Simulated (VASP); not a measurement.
## SnO: single point with PBE

The system is SnO.

```
Sn O
1.0
     2.73691   -2.73780    0.00000
     2.73691    2.73780    0.00000
     0.00000    0.00000   10.22196
Sn O
4 4
Direct
  0.73655 0.26345 0.86386
  0.26345 0.73655 0.13614
  0.76345 0.23655 0.36386
  0.23655 0.76345 0.63614
  0.26194 0.23806 0.25000
  0.73806 0.76194 0.75000
  0.23806 0.26194 0.75000
  0.76194 0.73806 0.25000
```

* Program: VASP 6.6.1
* Task: single point
* Functional: PBE
* Potentials or basis: VASP PAW PBE potentials, release 64 (Sn_d, O_h)
* Cutoff: 910 eV
* k mesh: 6 × 6 × 2
* Occupations: gaussian, width 0.1 eV
* Spin: no spin polarisation
* Dipole correction: no
* Further INCAR settings: ALGO = Normal; EDIFF = 1e-06; NBANDS = 50

- Pressure: -0.3 GPa
- Largest force: 0.050 eV/Å
- Band gap on the k mesh: 0.54 eV

Forces in eV/Å, atoms in the order of the input:
```
Sn   0.000 -0.048 -0.015
Sn   0.000  0.048  0.015
Sn   0.000  0.048 -0.015
Sn   0.000 -0.048  0.015
O    0.000 -0.001  0.000
O    0.000  0.001  0.000
O    0.000  0.001  0.000
O    0.000 -0.001  0.000
```

Levels at points of the mesh, in eV from the valence-band top:
| k point | band 36 | band 37 | band 38 | band 39 | band 40 | band 41 | band 42 | band 43 | band 44 | band 45 |
| --- | --- | --- | --- | --- | --- | --- | --- | --- | --- | --- |
| (0.00, 0.00, 0.00) | -2.85 | -2.84 | -2.84 | -1.94 | 0.00 | 1.75 | 1.88 | 3.36 | 3.36 | 3.77 |
| (0.50, 0.00, 0.00) | -4.40 | -2.32 | -2.32 | -1.51 | -1.51 | 2.43 | 2.43 | 3.01 | 3.01 | 5.55 |
| (0.50, 0.50, 0.00) | -2.20 | -2.20 | -2.20 | -1.76 | -1.73 | 0.54 | 0.56 | 2.63 | 2.64 | 3.63 |
| (0.00, 0.00, 0.50) | -2.85 | -2.84 | -2.84 | -0.70 | -0.70 | 1.69 | 1.69 | 3.85 | 3.85 | 3.85 |
| (0.50, 0.00, 0.50) | -4.41 | -2.00 | -2.00 | -1.80 | -1.80 | 2.62 | 2.62 | 2.80 | 2.80 | 5.64 |
| (0.50, 0.50, 0.50) | -2.20 | -2.06 | -2.06 | -2.04 | -2.04 | 1.28 | 1.28 | 1.29 | 1.29 | 4.98 |

Wall time 4.8 min on 1 thread of Intel(R) Xeon(R) 6975P-C (Granite Rapids) (shared host), peak memory 0.63 GiB.

Caveat: the cutoff is under 1.25 times the usual one of these potentials, so pressure, stress and relaxed cells hold a basis-set (Pulay) error; spin-orbit coupling is left out, which moves the levels of the heavy elements. A k mesh can miss the band edges.
